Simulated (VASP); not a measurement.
Set up this calculation in VASP 6.6.1, as the native input.

```yaml
Task: single point
Functional: RPBE
Potentials_or_basis: VASP PAW PBE potentials, release 64 (Ni_sv_GW, O_h)
Cutoff: 1000 eV
k_mesh: 6 × 6 × 6
Occupations: fermi-dirac, width 0.05 eV
Spin: collinear spin, ferromagnetic start
Starting_moments: "[1.0, 0.0] μB"
Dipole_correction: no
k_mesh_for_the_DOS: 9 × 9 × 9
Occupations_for_the_DOS: tetrahedron
Further_INCAR_settings: ALGO = Normal; EDIFF = 1e-06
```

The system is NiO.

```xyz
2
Lattice="0.0000 2.0913 2.0913 2.0913 0.0000 2.0913 2.0913 2.0913 0.0000" Properties=species:S:1:pos:R:3 pbc="T T T"
Ni    0.0000    0.0000    0.0000
O     2.0913    2.0913    2.0913
```

The input as run:

POSCAR

```
NiO
1.0
    0.0000000000      2.0913095100      2.0913095100
    2.0913095100      0.0000000000      2.0913095100
    2.0913095100      2.0913095100      0.0000000000
Ni O
1 1
Direct
    0.0000000000      0.0000000000      0.0000000000
    0.5000000000      0.5000000000      0.5000000000
```

INCAR.step1

```
PREC = Accurate ; ENCUT = 1000
EDIFF = 1E-6 ; ISMEAR = -1
SIGMA = 0.05 ; LREAL = F
LASPH = T ; NELM = 200
ALGO = Normal ; ISIF = 2
LWAVE = F ; LCHARG = T
ISPIN = 2 ; MAGMOM = 1 0
LMAXMIX = 4 ; GGA = RP
NBANDS = 23 ; GGA_COMPAT = F
NEDOS = 2001 ; LORBIT = 11
```

KPOINTS.step1

```
Automatic mesh
0
Gamma
  6 6 6
```

INCAR.step2

```
PREC = Accurate ; ENCUT = 1000
EDIFF = 1E-6 ; ISMEAR = -5
SIGMA = 0.05 ; LREAL = F
LASPH = T ; NELM = 200
ALGO = Normal ; ISIF = 2
LWAVE = F ; LCHARG = F
ISPIN = 2 ; MAGMOM = 1 0
LORBIT = 10 ; LMAXMIX = 4
GGA = RP ; NEDOS = 2001
ICHARG = 11 ; GGA_COMPAT = F
```

KPOINTS.step2

```
Automatic mesh
0
Gamma
  9 9 9
```

Potentials or basis: VASP PAW PBE potentials, release 64 (Ni_sv_GW, O_h).

Command:

```sh
$ cat potpaw_PBE.64/Ni_sv_GW/POTCAR potpaw_PBE.64/O_h/POTCAR > POTCAR
$ cp INCAR.step1 INCAR
$ cp KPOINTS.step1 KPOINTS
$ mpirun -np 1 vasp_std > vasp.out
$ cp INCAR.step2 INCAR
$ cp KPOINTS.step2 KPOINTS
$ mpirun -np 1 vasp_std > vasp.out
```

It gave:

```
Net moment                                            : 1.79 μB per cell
Site moments                                          : Ni +1.57; O +0.23 μB
Valence electrons inside the program's atomic spheres : Ni 16.12; O 3.36
```

Caveat: the k points lie up to 0.43 Å⁻¹ apart; a cell with one magnetic atom can't hold antiferromagnetic order, which such compounds often take.

Run time: 60 s on 1 thread of AMD EPYC 9R45 96-Core Processor (Zen 5), on a shared host, peak memory 0.2 GiB.
